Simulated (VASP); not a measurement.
# Mg (P6_3/mmc) in VASP: single point with LDA

Aim: the single point of Mg with LDA.

Program: VASP 6.6.1. These are calculated values, not measurements. Logs are shortened: lines on timing, memory, paths and dates and some standing lists are left out, and cuts for length are marked.

## 1. The cell of the first run

The structure is hexagonal, space group P6_3/mmc (No. 194). The conventional cell has a = 4.035 Å, b = 4.035 Å, c = 6.432 Å, α = 90.00°, β = 90.00°, γ = 120.00°. Mg (site symmetry -6m2) has 12 Mg at 3.97 to 4.03 Å within 5.2 Å.

## 2. Single point, LDA

INCAR

```
PREC     = Accurate       # precision mode
ENCUT    = 520            # plane-wave cutoff, eV
EDIFF    = 1E-6           # SCF threshold, eV
ISMEAR   = -1             # smearing method
SIGMA    = 0.1            # smearing width, eV
LREAL    = F              # projectors in reciprocal space
LASPH    = T              # aspherical terms in the spheres
NELM     = 80             # most SCF steps
ALGO     = Normal         # electronic algorithm
ISIF     = 2              # what is computed and relaxed
LWAVE    = F              # write WAVECAR
LCHARG   = T              # write CHGCAR
GGA      = CA             # functional
LELF     = T              # ELF
LVHAR    = T            
NBANDS   = 9              # bands
```

KPOINTS

```
regular mesh
0
Gamma
  6 6 4
```

POSCAR

```
Mg
1.0
    4.0346220000      0.0000000000      0.0000000000
   -2.0173110000      3.4940850000      0.0000000000
    0.0000000000      0.0000000000      6.4322940000
Mg
2
Direct
    0.6666666667      0.3333333333      0.4957550000
    0.3333333333      0.6666666667      0.9957550000
```

Potentials or basis: VASP PAW LDA potentials, release 64 (Mg).

On the command line:

```console
$ cat potpaw_LDA.64/Mg/POTCAR > POTCAR
$ mpirun -np 1 vasp_std > vasp.out
```

OUTCAR:

```text
PREC = Accurate
   ENCUT = 520
   EDIFF = 1E-6
   ISMEAR = -1
   LREAL = F
   LASPH = T
   NELM = 80
   ISIF = 2
   GGA = CA

 ion  position               nearest neighbor table
   1  0.667  0.333  0.496-
   2  0.333  0.667  0.996-

  LATTYP: Found a hexagonal cell.
 ALAT       =     4.0346220000
 C/A-ratio  =     1.5942742591

  Lattice vectors:

 A1 = (   4.0346220000,   0.0000000000,   0.0000000000)
 A2 = (  -2.0173110000,   3.4940850000,   0.0000000000)
 A3 = (   0.0000000000,   0.0000000000,   6.4322940000)

Analysis of symmetry for initial positions (statically):
=====================================================================
 Subroutine PRICEL returns:
 Original cell was already a primitive cell.

 Routine SETGRP: Setting up the symmetry group for a
 hexagonal supercell.

 Subroutine GETGRP returns: Found 24 space group operations
 (whereof  6 operations were pure point group operations)
 out of a pool of 24 trial point group operations.

The static configuration has the point symmetry C_3v.
 The point group associated with its full space group is D_6h.

Analysis of symmetry for dynamics (positions and initial velocities):
=====================================================================
 Subroutine PRICEL returns:
 Original cell was already a primitive cell.

 Routine SETGRP: Setting up the symmetry group for a
 hexagonal supercell.

 Subroutine GETGRP returns: Found 24 space group operations
 (whereof  6 operations were pure point group operations)
 out of a pool of 24 trial point group operations.

The dynamic configuration has the point symmetry C_3v.
 The point group associated with its full space group is D_6h.

 Subroutine INISYM returns: Found 24 space group operations
 (whereof  6 operations are pure point group operations),
 and found     1 'primitive' translations

----------------------------------------------------------------------------------------

                                     Primitive cell

  volume of cell :      90.6781

  direct lattice vectors                    reciprocal lattice vectors
     4.034622000  0.000000000  0.000000000     0.247854694  0.143098980  0.000000000
    -2.017311000  3.494085000  0.000000000     0.000000000  0.286197960  0.000000000
     0.000000000  0.000000000  6.432294000     0.000000000  0.000000000  0.155465531

  length of vectors
     4.034622000  4.034621873  6.432294000     0.286197951  0.286197960  0.155465531

  position of ions in fractional coordinates (direct lattice)
     0.666666667  0.333333333  0.495755000
     0.333333333  0.666666667  0.995755000

  ion indices of the primitive-cell ions
   primitive index   ion index
                 1           1
                 2           2

----------------------------------------------------------------------------------------

 KPOINTS: regular mesh

Automatic generation of k-mesh.
 Grid dimensions read from file:
 generate k-points for:    6    6    4

 Generating k-lattice:

  Cartesian coordinates                     Fractional coordinates (reciprocal lattice)
     0.041309116  0.023849830  0.000000000     0.166666667  0.000000000  0.000000000
     0.000000000  0.047699660  0.000000000     0.000000000  0.166666667  0.000000000
     0.000000000  0.000000000  0.038866383     0.000000000  0.000000000  0.250000000

  Length of vectors
     0.047699659  0.047699660  0.038866383

  Shift w.r.t. Gamma in fractional coordinates (k-lattice)
     0.000000000  0.000000000  0.000000000

 Subroutine IBZKPT returns following result:
 ===========================================

 Found     21 irreducible k-points:

 Following reciprocal coordinates:
            Coordinates               Weight
  0.000000  0.000000  0.000000      1.000000
  0.166667  0.000000  0.000000      6.000000
  0.333333  0.000000  0.000000      6.000000
  0.500000  0.000000  0.000000      3.000000
  0.166667  0.166667  0.000000      6.000000
  0.333333  0.166667  0.000000     12.000000
[... 13 lines left out ...]
  0.333333  0.166667  0.500000     12.000000
  0.333333  0.333333  0.500000      2.000000
   k-points           NKPTS =     21   k-points in BZ     NKDIM =     21   number of bands    NBANDS=      9
   number of dos      NEDOS =    301   number of ions     NIONS =      2
   total plane-waves  NPLWV =  43200
   dimension x,y,z NGX =    30 NGY =   30 NGZ =   48
   dimension x,y,z NGXF=    60 NGYF=   60 NGZF=   96
   ions per type =               2
   NGX,Y,Z   is equivalent  to a cutoff of  12.36, 12.36, 12.41 a.u.
   NGXF,Y,Z  is equivalent  to a cutoff of  24.72, 24.72, 24.81 a.u.
 SYSTEM =  unknown system
   PREC   = accura    normal or accurate (medium, high low for compatibility)
   ISTART =      0    job   : 0-new  1-cont  2-samecut
   ICHARG =      2    charge: 1-file 2-atom 10-const
   ISPIN  =      1    spin polarized calculation?
   LNONCOLLINEAR =      F non collinear calculations
   LSORBIT =      F    spin-orbit coupling
   LASPH  =      T    aspherical Exc in radial PAW
   ENCUT  =  520.0 eV  38.22 Ry    6.18 a.u.   7.50  7.50 11.96*2*pi/ulx,y,z
   NELM   =     80;   NELMIN=  2; NELMDL= -5     # of ELM steps
   EDIFF  = 0.1E-05   stopping-criterion for ELM
   LREAL  =      F    real-space projection
   EDIFFG = 0.1E-04   stopping-criterion for IOM
   NSW    =      0    number of steps for IOM
   IBRION =     -1    ionic relax: 0-MD 1-quasi-New 2-CG
   NFREE  =      0    steps in history (QN), initial steepest desc. (CG)
   ISIF   =      2    stress and relaxation
   ISYM   =      2    0-nonsym 1-usesym 2-fastsym
   POTIM  = 0.5000    time-step for ionic-motion
   TEBEG  =    0.0;   TEEND  =   0.0 temperature during run
   PSTRESS=    0.0 pullay stress
   NELECT =       4.0000    total number of electrons
   NUPDOWN=      -1.0000    fix difference up-down
   EMIN   =  10.00;   EMAX   =-10.00  energy-range for DOS
   EFERMI =   0.00;   METHOD = LEGACY
   ISMEAR =    -1;   SIGMA  =   0.10  broadening in eV -4-tet -1-fermi 0-gaus
   EFERMI_NEDOS =   21; number of points for ismear=-14 and -15
   IALGO  =     38    algorithm
   IMIX   =      4    mixing-type and parameters
     AMIX     =   0.40;   BMIX     =  1.00
     AMIX_MAG =   1.60;   BMIX_MAG =  1.00
  volume/ion in A,a.u.               =      45.34       305.96
  Fermi-wavevector in a.u.,A,eV,Ry     =   0.578443  1.093099  4.552463  0.334597
  Thomas-Fermi vector in A             =   1.621751
   LORBIT       =      0    0 simple, 1 ext, 2 COOP (PROOUT), +10 PAW based schemes
   GGA     = CA    functional components
   LHFCALC =     F    Hartree Fock is set to
   AEXX    =    0.0000 exact exchange contribution
   IVDW    =     0    specifies the selected vdW correction
   LEPSILON=     F    determine dielectric tensor
   LRPA    =     F    only Hartree local field effects (RPA)
 non-spin polarized calculation
  energy-cutoff  :      520.00
  volume of cell :       90.68
 maximum number of plane-waves:      2466
 NGX is ok and might be reduce to    30
   NGX = 15   NGY = 15   NGZ = 23

 number of electron       4.0000000 magnetization

 Free energy of the ion-electron system (eV)
  ---------------------------------------------------
  ext. energy  EPLUGINS =         0.00000000
  ---------------------------------------------------
  free energy    TOTEN  =        -1.90833078 eV

  energy without entropy =       -1.85827772  energy(sigma->0) =       -1.88330425

 E-fermi :  -0.2801     XC(G=0):  -6.6955

 val. band max:       -0.3309219285   @ k =   0.3333   0.3333   0.5000
 cond. band min:      -0.1747446836   @ k =   0.3333   0.0000   0.0000
 fundamental gap:      0.1561772449
 Fermi energy:        -0.2801091313

 k-point     1 :       0.0000    0.0000    0.0000
  band No.  band energies     occupation
      1      -4.6921      2.00000
      2      -1.4469      1.99998
      3      -0.7668      1.98473
      4       6.1962      0.00000
      5       6.1962      0.00000
      6       7.0106      0.00000
      7       7.0106      0.00000
      8       7.8675      0.00000
      9       8.0806      0.00000

 k-point     2 :       0.1667    0.0000    0.0000
  band No.  band energies     occupation
      1      -4.3552      2.00000
      2      -1.1135      1.99952
      3      -0.4458      1.67964
      4       3.5531      0.00000
      5       5.0753      0.00000
      6       5.9037      0.00000
      7       6.8096      0.00000
      8       6.9800      0.00000
      9       7.5147      0.00000

 k-point     3 :       0.3333    0.0000    0.0000
  band No.  band energies     occupation
      1      -3.3534      2.00000
      2      -0.1747      0.51705
      3       0.5076      0.00076
      4       0.7547      0.00006
      5       3.7831      0.00000
      6       4.1749      0.00000
      7       4.4136      0.00000
      8       5.2299      0.00000
      9       6.8323      0.00000

 k-point     4 :       0.5000    0.0000    0.0000
  band No.  band energies     occupation
      1      -1.9443      2.00000
      2      -1.4008      1.99997
      3       1.4384      0.00000
      4       1.7189      0.00000
      5       1.7637      0.00000
      6       2.5538      0.00000
      7       3.8695      0.00000
      8       4.8625      0.00000
      9       6.5595      0.00000

 k-point     5 :       0.1667    0.1667    0.0000
  band No.  band energies     occupation
      1      -3.6852      2.00000
      2      -0.4605      1.71733
      3       0.1925      0.01756
      4       2.0915      0.00000
      5       2.5751      0.00000
      6       5.2815      0.00000
      7       5.4679      0.00000
      8       5.5235      0.00000
      9       6.7033      0.00000

 k-point     6 :       0.3333    0.1667    0.0000
  band No.  band energies     occupation
      1      -2.3724      2.00000
      2      -0.3707      1.42424
      3       0.9232      0.00001
      4       1.4310      0.00000
      5       1.7460      0.00000
      6       2.9132      0.00000
      7       3.4483      0.00000
      8       4.7773      0.00000
      9       5.6695      0.00000
[... 133 lines left out ...]
 k-point    18 :       0.5000    0.0000    0.5000
  band No.  band energies     occupation
      1      -1.1147      1.99953
      2      -1.1147      1.99953
      3      -0.4345      1.64809
      4      -0.4345      1.64809
      5       4.6784      0.00000
      6       4.6784      0.00000
      7       5.2229      0.00000
      8       5.2229      0.00000
      9       6.1191      0.00000

 k-point    19 :       0.1667    0.1667    0.5000
  band No.  band energies     occupation
      1      -2.7959      2.00000
      2      -2.7959      2.00000
      3       2.8775      0.00000
      4       2.8775      0.00000
      5       3.3907      0.00000
      6       3.3907      0.00000
      7       4.3026      0.00000
      8       4.3026      0.00000
      9       8.5402      0.00000

 k-point    20 :       0.3333    0.1667    0.5000
  band No.  band energies     occupation
      1      -1.4996      1.99999
      2      -1.4996      1.99999
      3       0.5748      0.00039
      4       0.5748      0.00039
      5       2.5780      0.00000
      6       2.5780      0.00000
      7       5.3926      0.00000
      8       5.3926      0.00000
      9       7.4924      0.00000

 k-point    21 :       0.3333    0.3333    0.5000
  band No.  band energies     occupation
      1      -0.3309      1.24874
      2      -0.3309      1.24874
      3       0.2678      0.00831
      4       0.2678      0.00831
      5       0.7782      0.00005
      6       0.7782      0.00005
      7       6.1855      0.00000
      8       6.1855      0.00000
      9       7.5624      0.00000

------------------------ aborting loop because EDIFF is reached ----------------------------------------

  FORCE on cell =-STRESS in cart. coord.  units (eV):
  Direction    XX          YY          ZZ          XY          YZ          ZX
  --------------------------------------------------------------------------------------
  -------------------------------------------------------------------------------------
  Total       -2.8152751     -2.8152749     -2.6905872     -0.0000000      0.0000000      0.0000000
  in kB      -49.7426848    -49.7426806    -47.5395928     -0.0000000      0.0000000      0.0000000
  external PRESSURE =     -49.0083194 kB  Pullay stress =       0.0000000 kB

 VOLUME and BASIS-vectors are now :
 -----------------------------------------------------------------------------
  energy-cutoff  :      520.00
  volume of cell :       90.68
      direct lattice vectors                 reciprocal lattice vectors
     4.034622000  0.000000000  0.000000000     0.247854694  0.143098980  0.000000000
    -2.017311000  3.494085000  0.000000000     0.000000000  0.286197960  0.000000000
     0.000000000  0.000000000  6.432294000     0.000000000  0.000000000  0.155465531

 POSITION                                       TOTAL-FORCE (eV/Angst)
 -----------------------------------------------------------------------------------
      2.01731      1.16469      3.18884         0.000000     -0.000000     -0.000000
     -0.00000      2.32939      6.40499         0.000000      0.000000      0.000000
 -----------------------------------------------------------------------------------
    total drift:                                0.000000      0.000000      0.000044

  FREE ENERGIE OF THE ION-ELECTRON SYSTEM (eV)
  ---------------------------------------------------
  free  energy   TOTEN  =        -1.9083307792 eV

  energy  without entropy=       -1.8582777183  energy(sigma->0) =       -1.88330425
```

Wall time 11 s (1 thread of Intel Xeon 6455B, shared host); peak memory 0.17 GiB.

Results:

| Item | Value |
| --- | --- |
| Free energy | -1.9083 eV |
| Pressure | -4.9 GPa |
| Band gap on the k mesh | zero (bands 2 and 3 overlap by 0.59 eV) |

Stress tensor (GPa, compression positive):
```
-4.97  0.00  0.00
 0.00 -4.97  0.00
 0.00  0.00 -4.75
```

Caveat: the cell stands under tension.
